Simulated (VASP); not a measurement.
CsH: single point with r2SCAN

The system is CsH.

```
Cs H
1.0
     0.00000    2.52952    2.52952
     2.52952    0.00000    2.52952
     2.52952    2.52952    0.00000
Cs H
1 1
Direct
  0.00000 0.00000 0.00000
  0.50000 0.50000 0.50000
```

| Property | Result |
| --- | --- |
| Program | VASP 6.6.1 |
| Task | single point |
| Functional | r2SCAN |
| Potentials or basis | VASP PAW PBE potentials, release 64 (Cs_sv, H) |
| Cutoff | 520 eV |
| k mesh | 10 × 10 × 10 |
| Occupations | gaussian, width 0.02 eV |
| Spin | no spin polarisation |

| Property | Result |
| --- | --- |
| Pressure | 26.4 GPa |
| Band gap on the k mesh | 0.83 eV (least direct gap 1.21 eV) |

Levels at points of the mesh, in eV from the valence-band top:
```csv
k point,band 1,band 2,band 3,band 4,band 5,band 6,band 7,band 8,band 9,band 10
"(0.00, 0.00, 0.00)",-24.16,-8.09,-8.09,-8.09,-2.96,4.84,4.84,4.84,8.51,8.51
"(0.50, 0.00, 0.00)",-23.20,-12.60,-8.58,-8.58,0.00,1.21,4.02,4.02,10.62,11.32
"(0.50, 0.50, 0.00)",-22.90,-11.83,-9.59,-9.59,-4.52,0.83,10.82,11.65,12.37,12.52
```

It took 110 s on 1 thread of Intel(R) Xeon(R) Platinum 8375C CPU @ 2.90GHz (Ice Lake) (shared host), peak memory 0.17 GiB.

Caveat: the cell stands under pressure; the PAW data sets were made with another functional, which shifts forces and pressure a little; spin-orbit coupling is left out, which moves the levels of the heavy elements. A k mesh can miss the band edges.
